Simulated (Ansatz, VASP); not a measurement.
Two plane-wave programs on HgTe

```
Hg Te
1.0
     0.00000    3.25523    3.25523
     3.25523    0.00000    3.25523
     3.25523    3.25523    0.00000
Hg Te
1 1
Direct
  0.00000 0.00000 0.00000
  0.75000 0.75000 0.75000
```

Alike in both runs: functional PBEsol; k mesh 12 × 12 × 12; occupations fermi-dirac, width 0.15 eV; no spin polarisation.

Ansatz relaxed the structure, and its values are those at the end. VASP's run is a single point on that final structure, the one shown.

|  | VASP | Ansatz |
| --- | --- | --- |
| version | VASP 6.6.1 | Ansatz 0.2.0 |
| potentials or method | VASP PAW PBE potentials, release 64 (Hg, Te), cutoff 520 eV | scalar-relativistic, plane waves, PAW |
| valence electrons in the cell | 18 | 36 |

|  | VASP | Ansatz | Ansatz less VASP |
| --- | --- | --- | --- |
| gap on the k mesh at the Fermi level (eV) | none | none | - |
| pressure (GPa) | 0.1 | 0.0 | -0.10 |

VASP's potentials were made for PBE, not for PBEsol. A gap of «none» marks a metal or a gap that the smearing closes. VASP's potentials hold 18 valence electrons a cell and Ansatz's 36, so a difference there can come from the potentials and not from the codes.

Neither program's run includes spin-orbit coupling.
